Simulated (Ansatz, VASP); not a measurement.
# One calculation of WC, two programs

File INCAR:

```
SYSTEM = WC
ALGO = Normal ; EDIFF = 1E-6
ENCUT = 520 ; GGA = PS
ISIF = 2 ; ISMEAR = 0
LASPH = .TRUE. ; LCHARG = .FALSE.
LREAL = .FALSE. ; LWAVE = .FALSE.
NBANDS = 36 ; NELM = 60
PREC = Accurate ; SIGMA = 0.15
```

File KPOINTS:

```
k-points
0
G
  23 23 7
  0 0 0
```

Contents of POSCAR:

```
WC
1.0
   -2.8984136670      0.0000000000      0.0000000000
   -1.4492068335     -2.5100998663      0.0000000000
    0.0000000000      0.0000000000     11.4828357108
W C
3 3
Direct
    0.0000000000      0.0000000000      0.6771664727
    0.0000000000      0.0000000000      0.1846728108
    0.0000000000      0.0000000000      0.4309196417
    0.6666666667      0.6666666667      0.0615493954
    0.6666666667      0.6666666667      0.3077962263
    0.6666666667      0.6666666667      0.5540430572
```

Input for Ansatz:

```yaml
crystal:
  lattice:
    - [-2.898413667, 0.0, 0.0]
    - [-1.4492068335, -2.5100998663, 0.0]
    - [0.0, 0.0, 11.4828357108]
  atoms:
    - { symbol: W, position: [0.0, 0.0, 0.6771664727] }
    - { symbol: W, position: [0.0, 0.0, 0.1846728108] }
    - { symbol: W, position: [0.0, 0.0, 0.4309196417] }
    - { symbol: C, position: [0.6666666667, 0.6666666667, 0.0615493954] }
    - { symbol: C, position: [0.6666666667, 0.6666666667, 0.3077962263] }
    - { symbol: C, position: [0.6666666667, 0.6666666667, 0.5540430572] }
basis:
  ecutwfc: 420
kpoints:
  mp_grid: { grid: [23, 23, 7] }
hamiltonian:
  xc: pbesol
scf:
  occupations: { method: gaussian, width: 0.15 }
output:
  forces: true
  stress: true
  eigenvalues: true
```

Alike in both runs: task single point; functional PBEsol; k mesh 23 × 23 × 7; occupations gaussian, width 0.15 eV; no spin polarisation.

|  | VASP | Ansatz |
| --- | --- | --- |
| version | VASP 6.6.1 | Ansatz 0.2.0 |
| potentials or method | VASP PAW PBE potentials, release 64 (W_sv, C), cutoff 520 eV | scalar-relativistic, plane waves, PAW |
| valence electrons in the cell | 54 | 54 |

|  | VASP | Ansatz | Ansatz less VASP |
| --- | --- | --- | --- |
| gap on the k mesh at the Fermi level (eV) | none | none | - |
| pressure (GPa) | -8.5 | -9.3 | -0.78 |
| traceless stress, the component that is largest in VASP (GPa) | -5.12 | -5.19 | -0.065 |
| rms of the force components (eV/Å) | 1.786 | 1.791 | +0.0057 |

VASP's potentials were made for PBE, not for PBEsol. Atom by atom the forces differ by 0.020 eV/Å (rms over components). A gap of «none» marks a metal or a gap that the smearing closes.

Neither program's run includes spin-orbit coupling.
